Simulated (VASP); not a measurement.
Wanted: the native input for a VASP 6.6.1 run.

| Property | Result |
| --- | --- |
| Task | single point |
| Functional | PBE |
| Potentials or basis | VASP PAW PBE potentials, release 64 (Cd_sv_GW, S) |
| Cutoff | 540 eV |
| k mesh | 9 × 9 × 4 |
| Occupations | gaussian, width 0.02 eV |
| Spin | no spin polarisation |
| Dipole correction | no |
| Second run | valence_matched |
| Further INCAR settings | ALGO = Normal; EDIFF = 1e-06; NBANDS = 34 |

The structure of CdS (Greenockite) lies in POSCAR:

```
CdS
1.0
    4.2788674425      0.0000000000      0.0000000000
   -2.1394337213      3.7056079046      0.0000000000
    0.0000000000      0.0000000000      6.9627741964
Cd S
2 2
Direct
    0.3333333333      0.6666666667     -0.0007922000
    0.6666666667      0.3333333333      0.4992078000
    0.3333333333      0.6666666667      0.3757922000
    0.6666666667      0.3333333333      0.8757922000
```

This cell differs from its parent crystal: volume scaled by 1.06, then relaxed in part.

The input as run:

INCAR

```
SYSTEM = CdS
PREC     = Accurate       ! precision mode
ENCUT    = 540            ! plane-wave cutoff, eV
EDIFF    = 1E-6           ! SCF threshold, eV
ISMEAR   = 0              ! smearing method
SIGMA    = 0.02           ! smearing width, eV
LREAL    = .False.        ! projectors in reciprocal space
LASPH    = .True.         ! aspherical terms in the spheres
NELM     = 120            ! most SCF steps
ALGO     = Normal         ! electronic algorithm
ISIF     = 2              ! what is computed and relaxed
LWAVE    = .False.        ! write WAVECAR
LCHARG   = .False.        ! write CHGCAR
GGA      = PE             ! functional
NBANDS   = 34             ! bands
GGA_COMPAT= .False.
```

KPOINTS

```
Automatic mesh
0
Gamma
  9 9 4
  0 0 0
```

Potentials or basis: VASP PAW PBE potentials, release 64 (Cd_sv_GW, S).

Command:

```console
$ cat potpaw_PBE.64/Cd_sv_GW/POTCAR potpaw_PBE.64/S/POTCAR > POTCAR
$ mpirun -np 1 vasp_std > vasp.out
```

Results of the run:

```
Pressure               : -3.6 GPa
Largest force          : 0.004 eV/Å
Band gap on the k mesh : 0.97 eV, direct
```

It took 52 s on 1 thread of Intel(R) Xeon(R) 6975P-C (Granite Rapids), on a shared host, peak memory 0.31 GiB.
